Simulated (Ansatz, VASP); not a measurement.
## One calculation of Bi, two programs

```xyz
4
Lattice="4.5390 0.0000 0.0000 -2.2695 3.9309 0.0000 0.0000 0.0000 32.7435" Properties=species:S:1:pos:R:3 pbc="T T T"
Bi    2.2695    1.3103    7.5000
Bi    0.0000    2.6206   13.4145
Bi    2.2695    1.3103   19.3290
Bi    0.0000    2.6206   25.2435
```

Alike in both runs: task single point; functional PBE; k mesh 7 × 7 × 1; occupations fermi-dirac, width 0.05 eV; no spin polarisation.

|  | VASP | Ansatz |
| --- | --- | --- |
| version | VASP 6.6.1 | Ansatz 0.2.0 |
| potentials or method | VASP PAW PBE potentials, release 64 (Bi_d) | Ansatz PAW |
| plane-wave cutoff (eV) | 520 | 420 |
| valence electrons in the cell | 60 | 60 |

```tsv
	VASP	Ansatz	Ansatz less VASP
gap on the k mesh at the Fermi level (eV)	none	none	-
rms of the force components (eV/Å)	0.013	0.013	+0.0001
```

Atom by atom the forces differ by 0.000 eV/Å (rms over components). A gap of «none» marks a metal or a gap that the smearing closes.

Spin-orbit coupling is off throughout.
